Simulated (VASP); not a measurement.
Wanted: the native input for a VASP 6.6.1 run.

```
Task                   : single point
Functional             : PBE
Potentials or basis    : VASP PAW PBE potentials, release 64 (Zn, S)
Cutoff                 : 520 eV
k mesh                 : 12 × 12 × 6
Occupations            : gaussian, width 0.01 eV
Spin                   : no spin polarisation
Dipole correction      : no
Further INCAR settings : ALGO = Normal; EDIFF = 1e-06; NBANDS = 26
```

The structure of ZnS lies in POSCAR:

```
ZnS
1.0
    3.8440669373      0.0000000000      0.0000000000
   -1.9220334686      3.3290596216      0.0000000000
    0.0000000000      0.0000000000      6.3046430618
Zn S
2 2
Direct
    0.3333333333      0.6666666667      0.0002666736
    0.6666666667      0.3333333333      0.5002666736
    0.3333333333      0.6666666667      0.3747333264
    0.6666666667      0.3333333333      0.8747333264
```

These files were run (other wordings do the same):

INCAR

```
SYSTEM = ZnS
  PREC = Accurate
  ENCUT = 520
  EDIFF = 1E-6
  ISMEAR = 0
  SIGMA = 0.01
  LREAL = .FALSE.
  LASPH = .TRUE.
  NELM = 60
  ALGO = Normal
  ISIF = 2
  LWAVE = .FALSE.
  LCHARG = .FALSE.
  GGA = PE
  NBANDS = 26
```

KPOINTS

```
regular mesh
0
G
  12 12 6
  0 0 0
```

Potentials or basis: VASP PAW PBE potentials, release 64 (Zn, S).

The run is started by

```sh
$ cat potpaw_PBE.64/Zn/POTCAR potpaw_PBE.64/S/POTCAR > POTCAR
$ mpirun -np 1 vasp_std > vasp.out
```

Results of the run:

```
Pressure               : 0.2 GPa
Band gap on the k mesh : 2.08 eV, direct
```

Run time: 120 s on 1 thread of Intel(R) Xeon(R) Platinum 8375C CPU @ 2.90GHz (Ice Lake), with other jobs on the host, peak memory 0.28 GiB.
